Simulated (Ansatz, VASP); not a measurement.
## Ge: VASP beside Ansatz

```
CELL_PARAMETERS angstrom
2.86403 0.00000 0.00000
-1.43202 2.48033 0.00000
0.00000 0.00000 4.44638
ATOMIC_POSITIONS crystal
Ge 0.33333 0.66667 0.25000
Ge 0.66667 0.33333 0.75000
```

Alike in both runs: task single point; functional LDA; k mesh 14 × 14 × 8; occupations fermi-dirac, width 0.1 eV; no spin polarisation.

|  | VASP | Ansatz |
| --- | --- | --- |
| version | VASP 6.6.1 | Ansatz 0.2.0 |
| potentials or method | VASP PAW LDA potentials, release 64 (Ge_d), cutoff 520 eV | plane waves (420 eV) with PAW, scalar-relativistic |
| valence electrons in the cell | 28 | 28 |

```tsv
	VASP	Ansatz	Ansatz less VASP
pressure (GPa)	13.3	13.2	-0.07
traceless stress, the component that is largest in VASP (GPa)	2.10	2.11	+0.012
```

Ansatz warns that its potentials were made for another functional, while VASP's fit it. LDA's correlation is that of Perdew and Zunger in VASP and of Perdew and Wang (1992) in Ansatz.
